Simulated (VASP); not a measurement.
# PBr (F-43m) in VASP: single point with PBE

Aim: the single point of PBr with PBE.

All numbers are computed with VASP 6.6.1; they aren't measurements. Logs are shortened: lines on timing, memory, paths and dates and some standing lists are left out, and cuts for length are marked.

**1. The cell of the first run**

Symmetry: F-43m, No. 216, cubic system. Conventional cell: a = 6.084 Å, b = 6.084 Å, c = 6.084 Å, α = 90.00°, β = 90.00°, γ = 90.00°. Within 3.5 Å of Br (site symmetry -43m) lie 4 P at 2.63 Å. Within 3.5 Å of P (site symmetry -43m) lie 4 Br at 2.63 Å.

**2. Single point, PBE**

POSCAR reads:

```
PBr
1.0
    0.0000000000      3.0422020000      3.0422020000
    3.0422020000      0.0000000000      3.0422020000
    3.0422020000      3.0422020000      0.0000000000
Br P
1 1
Direct
    0.0000000000      0.0000000000      0.0000000000
    0.2500000000      0.2500000000      0.2500000000
```

INCAR.step1 reads:

```
SYSTEM = PBr
PREC = Accurate
ENCUT = 400
EDIFF = 1E-6
ISMEAR = -1
SIGMA = 0.1
LREAL = .FALSE.
LASPH = .TRUE.
NELM = 120
ALGO = Normal
ISIF = 2
LWAVE = .FALSE.
LCHARG = .TRUE.
GGA = PE
NBANDS = 13
GGA_COMPAT = .FALSE.
NEDOS = 2001
LORBIT = 11
```

KPOINTS.step1 reads:

```
Automatic mesh
0
G
  10 10 10
  0 0 0
```

INCAR.step2 reads:

```
SYSTEM = PBr
PREC = Accurate
ENCUT = 400
EDIFF = 1E-6
ISMEAR = -5
SIGMA = 0.1
LREAL = .FALSE.
LASPH = .TRUE.
NELM = 120
ALGO = Normal
ISIF = 2
LWAVE = .FALSE.
LCHARG = .FALSE.
GGA = PE
LORBIT = 10
NBANDS = 13
NEDOS = 2001
ICHARG = 11
GGA_COMPAT = .FALSE.
```

KPOINTS.step2 reads:

```
Automatic mesh
0
G
  15 15 15
  0 0 0
```

Potentials or basis: VASP PAW PBE potentials, release 64 (Br, P).

Command:

```bash
$ cat potpaw_PBE.64/Br/POTCAR potpaw_PBE.64/P/POTCAR > POTCAR
$ cp INCAR.step1 INCAR
$ cp KPOINTS.step1 KPOINTS
$ mpirun -np 1 vasp_std > vasp.out
$ cp INCAR.step2 INCAR
$ cp KPOINTS.step2 KPOINTS
$ mpirun -np 1 vasp_std > vasp.out
```

OUTCAR:

```text
SYSTEM = PBr
   PREC = Accurate
   ENCUT = 400
   EDIFF = 1E-6
   ISMEAR = -5
   LREAL = .FALSE.
   LASPH = .TRUE.
   NELM = 120
   ISIF = 2
   GGA = PE
   LORBIT = 10
   ICHARG = 11

 ion  position               nearest neighbor table
   1  0.000  0.000  0.000-   2 2.63   2 2.63   2 2.63   2 2.63
   2  0.250  0.250  0.250-   1 2.63   1 2.63   1 2.63   1 2.63

  LATTYP: Found a face centered cubic cell.
 ALAT       =     6.0844040000

  Lattice vectors:

 A1 = (   0.0000000000,   3.0422020000,   3.0422020000)
 A2 = (   3.0422020000,   0.0000000000,   3.0422020000)
 A3 = (   3.0422020000,   3.0422020000,   0.0000000000)

Analysis of symmetry for initial positions (statically):
=====================================================================
 Subroutine PRICEL returns:
 Original cell was already a primitive cell.

 Routine SETGRP: Setting up the symmetry group for a
 face centered cubic supercell.

 Subroutine GETGRP returns: Found 24 space group operations
 (whereof 24 operations were pure point group operations)
 out of a pool of 48 trial point group operations.

The static configuration has the point symmetry T_d .

Analysis of symmetry for dynamics (positions and initial velocities):
=====================================================================
 Subroutine PRICEL returns:
 Original cell was already a primitive cell.

 Routine SETGRP: Setting up the symmetry group for a
 face centered cubic supercell.

 Subroutine GETGRP returns: Found 24 space group operations
 (whereof 24 operations were pure point group operations)
 out of a pool of 48 trial point group operations.

The dynamic configuration has the point symmetry T_d .

 Subroutine INISYM returns: Found 24 space group operations
 (whereof 24 operations are pure point group operations),
 and found     1 'primitive' translations

----------------------------------------------------------------------------------------

                                     Primitive cell

  volume of cell :      56.3111

  direct lattice vectors                    reciprocal lattice vectors
     0.000000000  3.042202000  3.042202000    -0.164354635  0.164354635  0.164354635
     3.042202000  0.000000000  3.042202000     0.164354635 -0.164354635  0.164354635
     3.042202000  3.042202000  0.000000000     0.164354635  0.164354635 -0.164354635

  length of vectors
     4.302323328  4.302323328  4.302323328     0.284670579  0.284670579  0.284670579

  position of ions in fractional coordinates (direct lattice)
     0.000000000  0.000000000  0.000000000
     0.250000000  0.250000000  0.250000000

  ion indices of the primitive-cell ions
   primitive index   ion index
                 1           1
                 2           2

----------------------------------------------------------------------------------------

 KPOINTS: Automatic mesh

Automatic generation of k-mesh.
 Grid dimensions read from file:
 generate k-points for:   15   15   15

 Generating k-lattice:

  Cartesian coordinates                     Fractional coordinates (reciprocal lattice)
    -0.010956976  0.010956976  0.010956976     0.066666667  0.000000000  0.000000000
     0.010956976 -0.010956976  0.010956976     0.000000000  0.066666667  0.000000000
     0.010956976  0.010956976 -0.010956976     0.000000000  0.000000000  0.066666667

  Length of vectors
     0.018978039  0.018978039  0.018978039

  Shift w.r.t. Gamma in fractional coordinates (k-lattice)
     0.000000000  0.000000000  0.000000000

 TETIRR: Found    484 inequivalent tetrahedra from    20250

 Subroutine IBZKPT returns following result:
 ===========================================

 Found    120 irreducible k-points:

 Following reciprocal coordinates:
            Coordinates               Weight
  0.000000  0.000000  0.000000      1.000000
  0.066667  0.000000  0.000000      8.000000
  0.133333  0.000000  0.000000      8.000000
  0.200000  0.000000  0.000000      8.000000
  0.266667  0.000000  0.000000      8.000000
  0.333333  0.000000  0.000000      8.000000
[... 16 lines left out ...]
  0.133333  0.133333  0.000000      6.000000
  0.200000  0.133333  0.000000     24.000000
 [... further k-points ...]
   k-points           NKPTS =    120   k-points in BZ     NKDIM =    120   number of bands    NBANDS=     13
   number of dos      NEDOS =   2001   number of ions     NIONS =      2
   total plane-waves  NPLWV =  21952
   dimension x,y,z NGX =    28 NGY =   28 NGZ =   28
   dimension x,y,z NGXF=    56 NGYF=   56 NGZF=   56
   ions per type =               1   1
   NGX,Y,Z   is equivalent  to a cutoff of  10.82, 10.82, 10.82 a.u.
   NGXF,Y,Z  is equivalent  to a cutoff of  21.64, 21.64, 21.64 a.u.
 SYSTEM =  PBr
   PREC   = accura    normal or accurate (medium, high low for compatibility)
   ISTART =      0    job   : 0-new  1-cont  2-samecut
   ICHARG =     11    charge: 1-file 2-atom 10-const
   ISPIN  =      1    spin polarized calculation?
   LNONCOLLINEAR =      F non collinear calculations
   LSORBIT =      F    spin-orbit coupling
   LASPH  =      T    aspherical Exc in radial PAW
   ENCUT  =  400.0 eV  29.40 Ry    5.42 a.u.   7.02  7.02  7.02*2*pi/ulx,y,z
   NELM   =    120;   NELMIN=  2; NELMDL=  0     # of ELM steps
   EDIFF  = 0.1E-05   stopping-criterion for ELM
   LREAL  =      F    real-space projection
   EDIFFG = 0.1E-04   stopping-criterion for IOM
   NSW    =      0    number of steps for IOM
   IBRION =     -1    ionic relax: 0-MD 1-quasi-New 2-CG
   NFREE  =      0    steps in history (QN), initial steepest desc. (CG)
   ISIF   =      2    stress and relaxation
   ISYM   =      2    0-nonsym 1-usesym 2-fastsym
   POTIM  = 0.5000    time-step for ionic-motion
   TEBEG  =    0.0;   TEEND  =   0.0 temperature during run
   PSTRESS=    0.0 pullay stress
   NELECT =      12.0000    total number of electrons
   NUPDOWN=      -1.0000    fix difference up-down
   EMIN   =  10.00;   EMAX   =-10.00  energy-range for DOS
   EFERMI =   0.00;   METHOD = LEGACY
   ISMEAR =    -5;   SIGMA  =   0.10  broadening in eV -4-tet -1-fermi 0-gaus
   EFERMI_NEDOS =   21; number of points for ismear=-14 and -15
   IALGO  =     38    algorithm
   IMIX   =      4    mixing-type and parameters
     AMIX     =   0.40;   BMIX     =  1.00
     AMIX_MAG =   1.60;   BMIX_MAG =  1.00
  volume/ion in A,a.u.               =      28.16       190.00
  Fermi-wavevector in a.u.,A,eV,Ry     =   0.977846  1.847861 13.009661  0.956183
  Thomas-Fermi vector in A             =   2.108576
   LORBIT       =     10    0 simple, 1 ext, 2 COOP (PROOUT), +10 PAW based schemes
   GGA     = PE    functional components
   LHFCALC =     F    Hartree Fock is set to
   AEXX    =    0.0000 exact exchange contribution
   IVDW    =     0    specifies the selected vdW correction
   LEPSILON=     F    determine dielectric tensor
   LRPA    =     F    only Hartree local field effects (RPA)
 non-spin polarized calculation
 Fermi weights with tetrahedron method with Bloechl corrections
  energy-cutoff  :      400.00
  volume of cell :       56.31
 maximum number of plane-waves:      1036

 number of electron      11.9999996 magnetization

 Free energy of the ion-electron system (eV)
  ---------------------------------------------------
  ext. energy  EPLUGINS =         0.00000000
  ---------------------------------------------------
  free energy    TOTEN  =        -4.58795185 eV

  energy without entropy =       -4.58795185  energy(sigma->0) =       -4.58795185

 E-fermi :   3.2723     XC(G=0):  -8.4183

 val. band max:        3.2898220796   @ k =  -0.2667   0.2000   0.0000
 cond. band min:       3.2777675458   @ k =   0.4000   0.0667   0.0000
 fundamental gap:     -0.0120545338
 Fermi energy:         3.2723058147

 k-point     1 :       0.0000    0.0000    0.0000
  band No.  band energies     occupation
      1     -14.0776      2.00000
      2      -5.2626      2.00000
      3      -1.4494      2.00000
      4      -1.4494      2.00000
      5      -1.4494      2.00000
      6       2.6229      2.00000
      7       2.6229      2.00000
      8       2.6229      2.00000
      9       7.8819      0.00000
     10      10.2992      0.00000
     11      10.2992      0.00000
     12      12.6156      0.00000
     13      12.6156      0.00000

 k-point     2 :       0.0667    0.0000    0.0000
  band No.  band energies     occupation
      1     -14.0601      2.00000
      2      -5.3692      2.00000
      3      -1.4771      2.00000
      4      -1.4771      2.00000
      5      -1.3956      2.00000
      6       2.6490      2.00000
      7       2.6727      2.00000
      8       2.6727      2.00000
      9       8.0340      0.00000
     10      10.1733      0.00000
     11      10.1733      0.00000
     12      12.4865      0.00000
     13      12.8801      0.00000

 k-point     3 :       0.1333    0.0000    0.0000
  band No.  band energies     occupation
      1     -14.0098      2.00000
      2      -5.6491      2.00000
      3      -1.5519      2.00000
      4      -1.5519      2.00000
      5      -1.2805      2.00000
      6       2.7610      2.00000
      7       2.8082      2.00000
      8       2.8082      2.00000
      9       8.4380      0.00000
     10       9.9395      0.00000
     11       9.9395      0.00000
     12      12.2226      0.00000
     13      13.5193      0.00000
[... 305 lines left out ...]
 k-point    23 :       0.1333    0.1333    0.0000
  band No.  band energies     occupation
      1     -13.9870      2.00000
      2      -5.7552      2.00000
      3      -1.7147      2.00000
      4      -1.7147      2.00000
      5      -0.9342      2.00000
      6       2.3381      2.00000
      7       3.0843      2.01246
      8       3.0843      2.06104
      9       8.6291      0.00000
     10       9.1923      0.00000
     11      10.5646      0.00000
     12      13.0309      0.00000
     13      13.0310      0.00000

 k-point    24 :       0.2000    0.1333    0.0000
  band No.  band energies     occupation
      1     -13.9296      2.00000
      2      -6.0167      2.00000
      3      -1.8426      2.00000
      4      -1.8337      2.00000
      5      -0.7335      2.00000
      6       2.2932      2.00000
      7       3.3095      0.81865
      8       3.3259      0.49103
      9       8.8266      0.00000
     10       9.1115      0.00000
     11      10.6157      0.00000
     12      12.9165      0.00000
     13      13.4289      0.00000

 [... further k-points ...]

------------------------ aborting loop because EDIFF is reached ----------------------------------------

  FORCE on cell =-STRESS in cart. coord.  units (eV):
  Direction    XX          YY          ZZ          XY          YZ          ZX
  --------------------------------------------------------------------------------------
  -------------------------------------------------------------------------------------
  Total        1.6394680      1.6394680      1.6394680     -0.0000000     -0.0000000      0.0000000
  in kB       46.6465361     46.6465361     46.6465361     -0.0000000     -0.0000000      0.0000000
  external PRESSURE =      46.6465361 kB  Pullay stress =       0.0000000 kB

 VOLUME and BASIS-vectors are now :
 -----------------------------------------------------------------------------
  energy-cutoff  :      400.00
  volume of cell :       56.31
      direct lattice vectors                 reciprocal lattice vectors
     0.000000000  3.042202000  3.042202000    -0.164354635  0.164354635  0.164354635
     3.042202000  0.000000000  3.042202000     0.164354635 -0.164354635  0.164354635
     3.042202000  3.042202000  0.000000000     0.164354635  0.164354635 -0.164354635

 POSITION                                       TOTAL-FORCE (eV/Angst)
 -----------------------------------------------------------------------------------
      0.00000      0.00000      0.00000         0.000000      0.000000      0.000000
      1.52110      1.52110      1.52110        -0.000000     -0.000000     -0.000000
 -----------------------------------------------------------------------------------
    total drift:                                0.000000      0.000000     -0.000000

  FREE ENERGIE OF THE ION-ELECTRON SYSTEM (eV)
  ---------------------------------------------------
  free  energy   TOTEN  =        -4.5879518461 eV

  energy  without entropy=       -4.5879518461  energy(sigma->0) =       -4.58795185

 total charge

# of ion       s       p       d       tot
------------------------------------------
    1        1.677   3.004   0.061   4.742
    2        1.203   1.152   0.000   2.355
--------------------------------------------------
tot          2.879   4.156   0.061   7.097
```

Run time: 38 s. Hardware: 1 thread of Intel Xeon 8259CL, shared host; peak memory 0.16 GiB.

Results:

```
Valence electrons inside the program's atomic spheres : Br 4.74; P 2.35
```
